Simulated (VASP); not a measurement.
# Fe (Im-3m) in VASP: a series of runs

The runs below take Fe through single point, with r2SCAN.

Everything below comes from runs of VASP 6.6.1. Logs are shortened: lines on timing, memory, paths and dates and some standing lists are left out, and cuts for length are marked.

### Step 1. The cell of the first run

The structure is cubic, space group Im-3m (No. 229). The conventional cell has a = 2.734 Å, b = 2.734 Å, c = 2.734 Å, α = 90.00°, β = 90.00°, γ = 90.00°. Within 3.1 Å of Fe (site symmetry m-3m) lie 14 Fe at 2.37 to 2.73 Å.

### Step 2. Single point, r2SCAN, collinear spin, ferromagnetic start (10.22 Å³/atom)

POSCAR reads:

```
Fe
1.0
   -1.3669080663      1.3669080663      1.3669080663
    1.3669080663     -1.3669080663      1.3669080663
    1.3669080663      1.3669080663     -1.3669080663
Fe
1
Direct
    0.0000000000      0.0000000000      0.0000000000
```

INCAR.step1 reads:

```
SYSTEM = Fe
PREC     = Accurate       ! precision mode
ENCUT    = 660            ! plane-wave cutoff, eV
ISMEAR   = -1             ! smearing method
SIGMA    = 0.05           ! smearing width, eV
LREAL    = .FALSE.        ! projectors in reciprocal space
LASPH    = .TRUE.         ! aspherical terms in the spheres
NELM     = 200            ! most SCF steps
ISPIN    = 2              ! spin polarisation
MAGMOM   = 0.75           ! initial moments
LMAXMIX  = 4              ! l up to which the mixer works
NBANDS   = 14             ! bands
GGA      = PE             ! functional
ALGO     = Normal         ! electronic algorithm
EDIFF    = 1E-5           ! SCF threshold, eV
LWAVE    = .TRUE.         ! write WAVECAR
LCHARG   = .FALSE.        ! write CHGCAR
GGA_COMPAT= .FALSE.
```

INCAR.step2 reads:

```
SYSTEM = Fe
PREC     = Accurate       ! precision mode
ENCUT    = 660            ! plane-wave cutoff, eV
EDIFF    = 1E-6           ! SCF threshold, eV
ISMEAR   = -1             ! smearing method
SIGMA    = 0.05           ! smearing width, eV
LREAL    = .FALSE.        ! projectors in reciprocal space
LASPH    = .TRUE.         ! aspherical terms in the spheres
NELM     = 200            ! most SCF steps
ALGO     = Normal         ! electronic algorithm
ISIF     = 2              ! what is computed and relaxed
LWAVE    = .FALSE.        ! write WAVECAR
LCHARG   = .FALSE.        ! write CHGCAR
ISPIN    = 2              ! spin polarisation
MAGMOM   = 0.75           ! initial moments
LORBIT   = 11             ! projections on sites
LMAXMIX  = 4              ! l up to which the mixer works
METAGGA  = R2SCAN         ! meta-GGA
LMIXTAU  = .TRUE.       
NBANDS   = 14             ! bands
ISTART   = 1            
GGA_COMPAT= .FALSE.
```

KPOINTS reads:

```
regular mesh
0
G
  14 14 14
  0 0 0
```

Potentials or basis: VASP PAW PBE potentials, release 64 (Fe).

The run is started by

```
cat potpaw_PBE.64/Fe/POTCAR > POTCAR
cp INCAR.step1 INCAR
mpirun -np 1 vasp_std > vasp.out
cp INCAR.step2 INCAR
mpirun -np 1 vasp_std > vasp.out
```

OUTCAR:

```text
SYSTEM = Fe
   PREC = Accurate
   ENCUT = 660
   EDIFF = 1E-6
   ISMEAR = -1
   LREAL = .FALSE.
   LASPH = .TRUE.
   NELM = 200
   ISIF = 2
   ISPIN = 2
   LORBIT = 11
   METAGGA = R2SCAN
   ISTART = 1

 ion  position               nearest neighbor table
   1  0.000  0.000  0.000-

  LATTYP: Found a body centered cubic cell.
 ALAT       =     2.7338161326

  Lattice vectors:

 A1 = (  -1.3669080663,   1.3669080663,   1.3669080663)
 A2 = (   1.3669080663,  -1.3669080663,   1.3669080663)
 A3 = (   1.3669080663,   1.3669080663,  -1.3669080663)

Analysis of symmetry for initial positions (statically):
=====================================================================
 Subroutine PRICEL returns:
 Original cell was already a primitive cell.

 Routine SETGRP: Setting up the symmetry group for a
 body centered cubic supercell.

 Subroutine GETGRP returns: Found 48 space group operations
 (whereof 48 operations were pure point group operations)
 out of a pool of 48 trial point group operations.

The static configuration has the point symmetry O_h .

Analysis of symmetry for dynamics (positions and initial velocities):
=====================================================================
 Subroutine PRICEL returns:
 Original cell was already a primitive cell.

 Routine SETGRP: Setting up the symmetry group for a
 body centered cubic supercell.

 Subroutine GETGRP returns: Found 48 space group operations
 (whereof 48 operations were pure point group operations)
 out of a pool of 48 trial point group operations.

The dynamic configuration has the point symmetry O_h .

Analysis of structural, dynamic, and magnetic symmetry:
=====================================================================
 Subroutine PRICEL returns:
 Original cell was already a primitive cell.

 Routine SETGRP: Setting up the symmetry group for a
 body centered cubic supercell.

 Subroutine GETGRP returns: Found 48 space group operations
 (whereof 48 operations were pure point group operations)
 out of a pool of 48 trial point group operations.

The overall configuration has the point symmetry O_h .

 Subroutine INISYM returns: Found 48 space group operations
 (whereof 48 operations are pure point group operations),
 and found     1 'primitive' translations

----------------------------------------------------------------------------------------

                                     Primitive cell

  volume of cell :      10.2159

  direct lattice vectors                    reciprocal lattice vectors
    -1.366908066  1.366908066  1.366908066     0.000000000  0.365789048  0.365789048
     1.366908066 -1.366908066  1.366908066     0.365789048  0.000000000  0.365789048
     1.366908066  1.366908066 -1.366908066     0.365789048  0.365789048  0.000000000

  length of vectors
     2.367554220  2.367554220  2.367554220     0.517303832  0.517303832  0.517303832

  position of ions in fractional coordinates (direct lattice)
     0.000000000  0.000000000  0.000000000

  ion indices of the primitive-cell ions
   primitive index   ion index
                 1           1

----------------------------------------------------------------------------------------

 KPOINTS: regular mesh

Automatic generation of k-mesh.
 Grid dimensions read from file:
 generate k-points for:   14   14   14

 Generating k-lattice:

  Cartesian coordinates                     Fractional coordinates (reciprocal lattice)
     0.000000000  0.026127789  0.026127789     0.071428571  0.000000000  0.000000000
     0.026127789  0.000000000  0.026127789     0.000000000  0.071428571  0.000000000
     0.026127789  0.026127789  0.000000000     0.000000000  0.000000000  0.071428571

  Length of vectors
     0.036950274  0.036950274  0.036950274

  Shift w.r.t. Gamma in fractional coordinates (k-lattice)
     0.000000000  0.000000000  0.000000000

 Subroutine IBZKPT returns following result:
 ===========================================

 Found    104 irreducible k-points:

 Following reciprocal coordinates:
            Coordinates               Weight
  0.000000  0.000000  0.000000      1.000000
  0.071429  0.000000  0.000000     12.000000
  0.142857  0.000000  0.000000     12.000000
  0.214286  0.000000  0.000000     12.000000
  0.285714  0.000000  0.000000     12.000000
  0.357143  0.000000  0.000000     12.000000
[... 16 lines left out ...]
  0.285714  0.285714  0.000000     24.000000
  0.357143  0.285714 -0.000000     24.000000
 [... further k-points ...]
   k-points           NKPTS =    104   k-points in BZ     NKDIM =    104   number of bands    NBANDS=     14
   number of dos      NEDOS =    301   number of ions     NIONS =      1
   total plane-waves  NPLWV =   8000
   dimension x,y,z NGX =    20 NGY =   20 NGZ =   20
   dimension x,y,z NGXF=    40 NGYF=   40 NGZF=   40
   ions per type =               1
   NGX,Y,Z   is equivalent  to a cutoff of  14.04, 14.04, 14.04 a.u.
   NGXF,Y,Z  is equivalent  to a cutoff of  28.09, 28.09, 28.09 a.u.
 SYSTEM =  Fe
   PREC   = accura    normal or accurate (medium, high low for compatibility)
   ISTART =      1    job   : 0-new  1-cont  2-samecut
   ICHARG =      0    charge: 1-file 2-atom 10-const
   ISPIN  =      2    spin polarized calculation?
   LNONCOLLINEAR =      F non collinear calculations
   LSORBIT =      F    spin-orbit coupling
   LASPH  =      T    aspherical Exc in radial PAW
   ENCUT  =  660.0 eV  48.51 Ry    6.96 a.u.   4.96  4.96  4.96*2*pi/ulx,y,z
   NELM   =    200;   NELMIN=  2; NELMDL=  0     # of ELM steps
   EDIFF  = 0.1E-05   stopping-criterion for ELM
   LREAL  =      F    real-space projection
   EDIFFG = 0.1E-04   stopping-criterion for IOM
   NSW    =      0    number of steps for IOM
   IBRION =     -1    ionic relax: 0-MD 1-quasi-New 2-CG
   NFREE  =      0    steps in history (QN), initial steepest desc. (CG)
   ISIF   =      2    stress and relaxation
   ISYM   =      2    0-nonsym 1-usesym 2-fastsym
   POTIM  = 0.5000    time-step for ionic-motion
   TEBEG  =    0.0;   TEEND  =   0.0 temperature during run
   PSTRESS=    0.0 pullay stress
   NELECT =       8.0000    total number of electrons
   NUPDOWN=      -1.0000    fix difference up-down
   EMIN   =  10.00;   EMAX   =-10.00  energy-range for DOS
   EFERMI =   0.00;   METHOD = LEGACY
   ISMEAR =    -1;   SIGMA  =   0.05  broadening in eV -4-tet -1-fermi 0-gaus
   EFERMI_NEDOS =   21; number of points for ismear=-14 and -15
   IALGO  =     38    algorithm
   IMIX   =      4    mixing-type and parameters
     AMIX     =   0.40;   BMIX     =  1.00
     AMIX_MAG =   1.60;   BMIX_MAG =  1.00
  volume/ion in A,a.u.               =      10.22        68.94
  Fermi-wavevector in a.u.,A,eV,Ry     =   1.508964  2.851528 30.980086  2.276972
  Thomas-Fermi vector in A             =   2.619349
   LORBIT       =     11    0 simple, 1 ext, 2 COOP (PROOUT), +10 PAW based schemes
   METAGGA = R2SCAN    functional components
   LHFCALC =     F    Hartree Fock is set to
   AEXX    =    0.0000 exact exchange contribution
   IVDW    =     0    specifies the selected vdW correction
   LEPSILON=     F    determine dielectric tensor
   LRPA    =     F    only Hartree local field effects (RPA)
 spin polarized calculation
  energy-cutoff  :      660.00
  volume of cell :       10.22
 maximum number of plane-waves:       410
   NGX =  9   NGY =  9   NGZ =  9

 number of electron       7.9999998 magnetization       2.3123479

 Free energy of the ion-electron system (eV)
  ---------------------------------------------------
  ext. energy  EPLUGINS =         0.00000000
  ---------------------------------------------------
  free energy    TOTEN  =       -14.22643035 eV

  energy without entropy =      -14.21797272  energy(sigma->0) =      -14.22220153

 E-fermi :   6.6638     XC(G=0): -14.9589

 val. band max:        6.6600485779   @ k =   0.4286   0.0000   0.0000
 cond. band min:       6.6688557681   @ k =  -0.4286   0.5000   0.2143
 fundamental gap:      0.0088071902
 Fermi energy:         6.6638052993

 spin component 1

 k-point     1 :       0.0000    0.0000    0.0000
  band No.  band energies     occupation
      1      -2.4043      1.00000
      2       3.8321      1.00000
      3       3.8321      1.00000
      4       3.8321      1.00000
      5       5.2294      1.00000
      6       5.2294      1.00000
      7      34.0927      0.00000
      8      34.0927      0.00000
      9      34.0927      0.00000
     10      39.8856      0.00000
     11      39.8856      0.00000
     12      42.5146      0.00000
     13      42.5146      0.00000
     14      42.5146      0.00000
[... 375 lines left out ...]
 k-point    24 :       0.3571    0.2857   -0.0000
  band No.  band energies     occupation
      1       2.1984      1.00000
      2       2.7942      1.00000
      3       3.2604      1.00000
      4       5.4907      1.00000
      5       5.7304      1.00000
      6      13.2593      0.00000
      7      15.3617      0.00000
      8      18.2896      0.00000
      9      28.2697      0.00000
     10      37.2183      0.00000
     11      38.9253      0.00000
     12      47.0338      0.00000
     13      50.5632      0.00000
     14      54.5982      0.00000

 [... further k-points ...]

 spin component 2

 k-point     1 :       0.0000    0.0000    0.0000
  band No.  band energies     occupation
      1      -2.9289      1.00000
      2       6.6535      0.55119
      3       6.6537      0.55014
      4       6.6537      0.55013
      5       9.3849      0.00000
      6       9.3851      0.00000
      7      33.7694      0.00000
      8      33.7694      0.00000
      9      33.7694      0.00000
     10      40.5339      0.00000
     11      40.5340      0.00000
     12      44.1272      0.00000
     13      44.1272      0.00000
     14      44.1275      0.00000
[... 375 lines left out ...]
 k-point    24 :       0.3571    0.2857   -0.0000
  band No.  band energies     occupation
      1       4.1775      1.00000
      2       4.8586      1.00000
      3       5.0736      1.00000
      4       9.2431      0.00000
      5       9.4997      0.00000
      6      14.7762      0.00000
      7      16.8529      0.00000
      8      19.5950      0.00000
      9      29.2798      0.00000
     10      37.6999      0.00000
     11      39.4208      0.00000
     12      49.0179      0.00000
     13      52.1293      0.00000
     14      56.0981      0.00000

 [... further k-points ...]
[... 5 lines left out ...]
  --------------------------------------------------------------------------------------
  -------------------------------------------------------------------------------------
  Total        1.7968487      1.7968487      1.7968487      0.0000000     -0.0000000      0.0000000
  in kB      281.8020718    281.8020718    281.8020718      0.0000000     -0.0000000      0.0000000
  external PRESSURE =     281.8020718 kB  Pullay stress =       0.0000000 kB

 VOLUME and BASIS-vectors are now :
 -----------------------------------------------------------------------------
  energy-cutoff  :      660.00
  volume of cell :       10.22
      direct lattice vectors                 reciprocal lattice vectors
    -1.366908066  1.366908066  1.366908066     0.000000000  0.365789048  0.365789048
     1.366908066 -1.366908066  1.366908066     0.365789048  0.000000000  0.365789048
     1.366908066  1.366908066 -1.366908066     0.365789048  0.365789048  0.000000000

 POSITION                                       TOTAL-FORCE (eV/Angst)
 -----------------------------------------------------------------------------------
      0.00000      0.00000      0.00000        -0.000000      0.000000      0.000000
 -----------------------------------------------------------------------------------
    total drift:                                0.000000     -0.000000      0.000000

  FREE ENERGIE OF THE ION-ELECTRON SYSTEM (eV)
  ---------------------------------------------------
  free  energy   TOTEN  =       -14.2264303462 eV

  energy  without entropy=      -14.2179727202  energy(sigma->0) =      -14.22220153

 total charge

# of ion       s       p       d       tot
------------------------------------------
    1        0.541   0.671   6.315   7.527

 magnetization (x)

# of ion       s       p       d       tot
------------------------------------------
    1       -0.014  -0.108   2.450   2.328
```

Wall time 2.2 min (1 thread of Intel Xeon 8259CL, shared host); peak memory 0.16 GiB.

Results:

```yaml
Free_energy: -14.2264 eV
Pressure: 28.2 GPa
Net_moment: 2.31 μB per cell
Site_moments: Fe +2.33 μB
Valence_electrons_inside_the_program's_atomic_spheres: Fe 7.53
```

Caveat: the cell stands under pressure; the PAW data sets were made with another functional, which shifts forces and pressure a little.

### Step 3. Single point, r2SCAN, collinear spin, ferromagnetic start

This run uses another cell than the first one, of 12.02 Å³/atom.

POSCAR reads:

```
Fe
1.0
   -1.4430000000      1.4430000000      1.4430000000
    1.4430000000     -1.4430000000      1.4430000000
    1.4430000000      1.4430000000     -1.4430000000
Fe
1
Direct
    0.0000000000      0.0000000000      0.0000000000
```

INCAR.step1 reads:

```
  PREC = Accurate
  ENCUT = 660
  ISMEAR = -1
  SIGMA = 0.05
  LREAL = False
  LASPH = True
  NELM = 200
  ISPIN = 2
  MAGMOM = 3
  LMAXMIX = 4
  NBANDS = 14
  GGA = PE
  ALGO = Normal
  EDIFF = 1E-5
  LWAVE = True
  LCHARG = False
  GGA_COMPAT = False
```

INCAR.step2 reads:

```
  PREC = Accurate
  ENCUT = 660
  EDIFF = 1E-6
  ISMEAR = -1
  SIGMA = 0.05
  LREAL = False
  LASPH = True
  NELM = 200
  ALGO = Normal
  ISIF = 2
  LWAVE = False
  LCHARG = True
  ISPIN = 2
  MAGMOM = 3
  LORBIT = 11
  LMAXMIX = 4
  METAGGA = R2SCAN
  LMIXTAU = True
  LELF = True
  LVHAR = True
  NBANDS = 14
  ISTART = 1
  GGA_COMPAT = False
```

KPOINTS reads:

```
regular mesh
0
Gamma
  14 14 14
```

Potentials or basis: VASP PAW PBE potentials, release 64 (Fe).

The run is started by

```
cat potpaw_PBE.64/Fe/POTCAR > POTCAR
cp INCAR.step1 INCAR
mpirun -np 1 vasp_std > vasp.out
cp INCAR.step2 INCAR
mpirun -np 1 vasp_std > vasp.out
```

Run time: 100 s. Hardware: 1 thread of Intel Xeon 8259CL, shared host; peak memory 0.18 GiB.

It converged, with:

| Quantity | Value |
| --- | --- |
| Free energy | -14.3577 eV |
| Pressure | -3.4 GPa |
| Net moment | 2.69 μB per cell |
| Site moments | Fe +2.76 μB |
| Valence electrons inside the program's atomic spheres | Fe 7.16 |

Levels at points of the mesh, in eV from the Fermi level:
Spin up:
```
           k point  band 1  band 2  band 3  band 4  band 5  band 6  band 7  band 8  band 9  band 10
(0.00, 0.00, 0.00)   -8.42   -3.10   -3.10   -3.10   -1.94   -1.94   25.39   25.39   25.39    30.09
(0.50, 0.00, 0.00)   -5.31   -4.06   -1.90   -1.79   -0.66    0.53    6.64   18.56   19.84    23.03
(0.50, 0.50, 0.50)   -5.25   -5.25   -0.90   -0.90   -0.90    9.75    9.75    9.75   15.24    15.24
```
Spin down:
```tsv
k point	band 1	band 2	band 3	band 4	band 5	band 6	band 7
(0.00, 0.00, 0.00)	-9.03	0.38	0.38	0.38	2.53	2.53	25.03
(0.50, 0.00, 0.00)	-3.42	-1.00	-0.04	2.36	2.80	3.34	8.95
(0.50, 0.50, 0.50)	-2.58	-2.58	3.04	3.04	3.04	10.12	10.12
```

Caveat: the cell stands under tension; the PAW data sets were made with another functional, which shifts forces and pressure a little.

### Step 4. Single point, r2SCAN, collinear spin, ferromagnetic start (14.18 Å³/atom)

This run uses another cell than the first one, of 14.18 Å³/atom.

POSCAR reads:

```
Fe
1.0
   -1.5248495650      1.5248495650      1.5248495650
    1.5248495650     -1.5248495650      1.5248495650
    1.5248495650      1.5248495650     -1.5248495650
Fe
1
Direct
    0.0000000000      0.0000000000      0.0000000000
```

INCAR.step1 reads:

```
  ALGO = Normal
  EDIFF = 1E-5
  ENCUT = 660
  GGA = PE
  GGA_COMPAT = False
  ISMEAR = -1
  ISPIN = 2
  LASPH = True
  LCHARG = False
  LMAXMIX = 4
  LREAL = False
  LWAVE = True
  MAGMOM = 3
  NBANDS = 14
  NELM = 200
  PREC = Accurate
  SIGMA = 0.05
```

INCAR.step2 reads:

```
  ALGO = Normal
  EDIFF = 1E-6
  ENCUT = 660
  GGA_COMPAT = False
  ISIF = 2
  ISMEAR = -1
  ISPIN = 2
  ISTART = 1
  LASPH = True
  LCHARG = False
  LMAXMIX = 4
  LMIXTAU = True
  LORBIT = 11
  LREAL = False
  LWAVE = False
  MAGMOM = 3
  METAGGA = R2SCAN
  NBANDS = 14
  NELM = 200
  PREC = Accurate
  SIGMA = 0.05
```

KPOINTS reads:

```
k-points
0
Gamma
  14 14 14
```

The run is started by

```
cat potpaw_PBE.64/Fe/POTCAR > POTCAR
cp INCAR.step1 INCAR
mpirun -np 1 vasp_std > vasp.out
cp INCAR.step2 INCAR
mpirun -np 1 vasp_std > vasp.out
```

Run time: 1.7 min. Hardware: 1 thread of Intel Xeon 8259CL, shared host; peak memory 0.19 GiB.

The run converged. Its results:

```
Free energy                                           : -14.1729 eV
Pressure                                              : -21.4 GPa
Net moment                                            : 2.85 μB per cell
Site moments                                          : Fe +2.97 μB
Valence electrons inside the program's atomic spheres : Fe 6.88
```

Levels at points of the mesh, in eV from the Fermi level:
Spin up:
```tsv
k point	band 2	band 3	band 4	band 5	band 6	band 7	band 8	band 9
(0.00, 0.00, 0.00)	-3.29	-3.29	-3.29	-2.43	-2.43	23.45	23.45	23.45
(0.50, 0.00, 0.00)	-4.00	-2.40	-2.33	-1.43	0.32	4.97	16.81	17.11
(0.50, 0.50, 0.50)	-4.89	-1.61	-1.61	-1.61	8.38	8.38	8.38	13.38
```
Spin down:
| k point | band 1 | band 2 | band 3 | band 4 | band 5 | band 6 |
| --- | --- | --- | --- | --- | --- | --- |
| (0.00, 0.00, 0.00) | -8.42 | 0.41 | 0.41 | 0.41 | 2.23 | 2.23 |
| (0.50, 0.00, 0.00) | -2.90 | -0.70 | -0.31 | 2.06 | 2.45 | 2.78 |
| (0.50, 0.50, 0.50) | -1.93 | -1.93 | 2.55 | 2.55 | 2.55 | 8.70 |

Caveat: the cell stands under tension; the PAW data sets were made with another functional, which shifts forces and pressure a little.

### Step 5. Overview

| cell | gap on the mesh (eV) | pressure (GPa) | moment (μB) |
| --- | --- | --- | --- |
| a = 2.368 Å, angles 109.5°, 1 atom | none | 28.2 | 2.31 |
| a = 2.499 Å, angles 109.5°, 1 atom | none | -3.4 | 2.69 |
| a = 2.641 Å, angles 109.5°, 1 atom | none | -21.4 | 2.85 |

Alike in all rows: task single point; level r2SCAN; potentials or basis VASP PAW PBE potentials, release 64 (Fe); spin collinear, ferromagnetic start; k mesh 14 × 14 × 14; cutoff (eV) 660; smearing fermi-dirac 0.05 eV.

Caveats: the PAW data sets were made with another functional, which shifts forces and pressure a little; the cell stands under tension (at least some runs); the cell stands under pressure (at least some runs).

Total energies depend on the potentials used, so only differences within one code and one set of settings carry meaning.

The gap in the log of VASP goes by the Fermi energy; the results here count the filled bands.